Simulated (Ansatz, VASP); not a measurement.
LaGeS: VASP beside Ansatz

POSCAR

```
LaGeS
1.0
    3.9599720000      0.0000000000      0.0000000000
    0.0000000000      3.9599720000      0.0000000000
    0.0000000000      0.0000000000      8.6296060000
Ge S La
2 2 2
Direct
    0.0000000000      0.5000000000      0.6320000000
    0.5000000000      0.0000000000      0.3680000000
    0.0000000000      0.0000000000      0.0000000000
    0.5000000000      0.5000000000      0.0000000000
    0.0000000000      0.5000000000      0.2888000000
    0.5000000000      0.0000000000      0.7112000000
```

The input INCAR.step1:

```
SYSTEM = LaGeS
ALGO = Normal
EDIFF = 1E-4
ENCUT = 520
GGA = PE
ISMEAR = -1
LASPH = .True.
LCHARG = .False.
LREAL = .False.
LWAVE = .True.
NBANDS = 40
NELM = 100
PREC = Accurate
SIGMA = 0.0707
```

File INCAR.step2:

```
SYSTEM = LaGeS
ALGO = Normal
EDIFF = 1E-6
ENCUT = 520
ISIF = 2
ISMEAR = -1
ISTART = 1
LASPH = .True.
LCHARG = .False.
LMIXTAU = .True.
LREAL = .False.
LWAVE = .False.
METAGGA = R2SCAN
NBANDS = 40
NELM = 100
PREC = Accurate
SIGMA = 0.0707
```

File KPOINTS:

```
k-points
0
Gamma
  9 9 4
  0 0 0
```

Input for Ansatz:

```yaml
crystal:
  lattice:
    - [3.959972, 0.0, 0.0]
    - [0.0, 3.959972, 0.0]
    - [0.0, 0.0, 8.629606]
  atoms:
    - { symbol: Ge, position: [0.0, 0.5, 0.632] }
    - { symbol: Ge, position: [0.5, 0.0, 0.368] }
    - { symbol: S, position: [0.0, 0.0, 0.0] }
    - { symbol: S, position: [0.5, 0.5, 0.0] }
    - { symbol: La, position: [0.0, 0.5, 0.2888] }
    - { symbol: La, position: [0.5, 0.0, 0.7112] }
  symmetry: { tolerance: 0.0003 }
kpoints:
  mp_grid: { grid: [9, 9, 4], shift: [0, 0, 0] }
  band_path:
    path:
      - [0.0, 0.0, 0.0]
      - [0.0, 0.5, 0.0]
      - [0.5, 0.5, 0.0]
      - [0.0, 0.0, 0.0]
      - [0.0, 0.0, 0.5]
      - [0.0, 0.5, 0.5]
      - [0.5, 0.5, 0.5]
      - [0.0, 0.0, 0.5]
      - [0.0, 0.5, 0.0]
      - [0.0, 0.5, 0.5]
      - [0.5, 0.5, 0.0]
    npoints: 6
magnetization:
  spin_polarized: false
scf:
  occupations: { method: fermi_dirac, width: 0.0707 }
  lower_state_search: "off"
  max_iter: 200
hamiltonian:
  pseudopotentials: { kind: paw }
  xc: r2scan
basis:
  ecutwfc: 500
  fft_grid_basis: typed
output:
  forces: true
  stress: true
  eigenvalues: true
  bader: true
  populations: true
  elf: true
  write_potential: true
  volumetric_format: npy
  dos:
    e_range: [-12, 8]
    de: 0.05
    projected: { site_lists: { Ge: [Ge], La: [La], S: [S] } }
checkpoint:
  read: saved_state
```

Alike in both runs: task single point; functional r2SCAN; k mesh 9 × 9 × 4; occupations fermi-dirac, width 0.0707 eV; no spin polarisation.

```csv
,VASP,Ansatz
version,VASP 6.6.1,Ansatz 0.2.0
potentials or method,"VASP PAW PBE potentials, release 64 (Ge_d, S, La), cutoff 520 eV",PAW plane waves
valence electrons in the cell,62,62
```

|  | VASP | Ansatz | Ansatz less VASP |
| --- | --- | --- | --- |
| pressure (GPa) | 6.4 | 6.6 | +0.17 |
| traceless stress, the component that is largest in VASP (GPa) | -7.97 | -7.95 | +0.019 |
| rms of the force components (eV/Å) | 0.757 | 0.760 | +0.0028 |

VASP's potentials were made for PBE, not for r2SCAN. Atom by atom the forces differ by 0.004 eV/Å (rms over components). With one functional, cell and mesh, what is left measures potentials, basis and numerics.

Spin-orbit coupling is off throughout.
